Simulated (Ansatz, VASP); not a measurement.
## Two plane-wave programs on MgO

Contents of INCAR:

```
SYSTEM = MgO
PREC = Accurate
ENCUT = 520
EDIFF = 1E-6
ISMEAR = 0
SIGMA = 0.05
LREAL = .FALSE.
LASPH = .TRUE.
NELM = 100
ALGO = Normal
ISIF = 2
LWAVE = .FALSE.
LCHARG = .FALSE.
GGA = PS
NBANDS = 11
```

Contents of KPOINTS:

```
regular mesh
0
G
  10 10 10
  0 0 0
```

File POSCAR:

```
MgO
1.0
    0.0000000000      2.1075959641      2.1075959641
    2.1075959641      0.0000000000      2.1075959641
    2.1075959641      2.1075959641      0.0000000000
Mg O
1 1
Direct
   -0.0126180202      0.0126180202      0.0378540607
    0.5191687594      0.4808312406      0.4424937217
```

Input for Ansatz:

```yaml
crystal:
  lattice:
    - [0.0, 2.1075959641, 2.1075959641]
    - [2.1075959641, 0.0, 2.1075959641]
    - [2.1075959641, 2.1075959641, 0.0]
  atoms:
    - { symbol: Mg, position: [-0.0126180202, 0.0126180202, 0.0378540607] }
    - { symbol: O, position: [0.5191687594, 0.4808312406, 0.4424937217] }
basis:
  ecutwfc: 520.0
kpoints:
  mp_grid: { grid: [10, 10, 10] }
hamiltonian:
  xc: pbesol
  pseudopotentials: { kind: paw, azcp: { folder: soft_1 } }
scf:
  occupations: { method: gaussian, width: 0.05 }
output:
  forces: true
  stress: true
  eigenvalues: true
```

Change from the starting cell: mode 4 frozen in at -0.162 Å and mode 5 at -0.081 Å (largest displacements).

Alike in both runs: task single point; functional PBEsol; k mesh 10 × 10 × 10; occupations gaussian, width 0.05 eV; no spin polarisation.

```csv
,VASP,Ansatz
version,VASP 6.6.1,Ansatz 0.2.0
potentials or method,"VASP PAW PBE potentials, release 64 (Mg, O), cutoff 520 eV","scalar-relativistic, plane waves, PAW"
valence electrons in the cell,8,16
```

Ansatz gave:

```
gap on the k mesh at the Fermi level (eV)                     : 4.58
least direct gap on the mesh (eV)                             : 4.58
pressure (GPa)                                                : 8.9
traceless stress, the component that is largest in VASP (GPa) : 15.74
rms of the force components (eV/Å)                            : 1.244
```

Problem. Estimate VASP's values.

Solution. gap on the k mesh at the Fermi level (eV): 4.58; least direct gap on the mesh (eV): 4.58; pressure (GPa): 8.6; traceless stress, the component that is largest in VASP (GPa): 16.12; rms of the force components (eV/Å): 1.266.

VASP's potentials were made for PBE, not for PBEsol, and Ansatz warns of the same on its side. Atom by atom the forces differ by 0.023 eV/Å (rms over components). With one functional, cell and mesh, what is left measures potentials, basis and numerics. VASP's potentials hold 8 valence electrons a cell and Ansatz's 16, so a difference there can come from the potentials and not from the codes.
